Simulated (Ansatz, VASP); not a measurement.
## K: VASP beside Ansatz

```
K
1.0
     4.31044    0.00000    0.00000
     0.00000    4.31044    0.00000
     0.00000    0.00000    4.31044
K
1
Direct
  0.00000 0.00000 0.00000
```

Alike in both runs: task single point; functional BLYP; k mesh 7 × 7 × 7; occupations fermi-dirac, width 0.15 eV; no spin polarisation.

```csv
,VASP,Ansatz
version,VASP 6.6.1,Ansatz 0.2.0
potentials or method,"VASP PAW PBE potentials, release 64 (K_sv)","plane waves, PAW"
plane-wave cutoff (eV),500,420
valence electrons in the cell,9,9
```

```csv
,VASP,Ansatz,Ansatz less VASP
pressure (GPa),0.2,0.2,+0.01
```

VASP's potentials were made for PBE, not for BLYP. With one functional, cell and mesh, what is left measures potentials, basis and numerics.
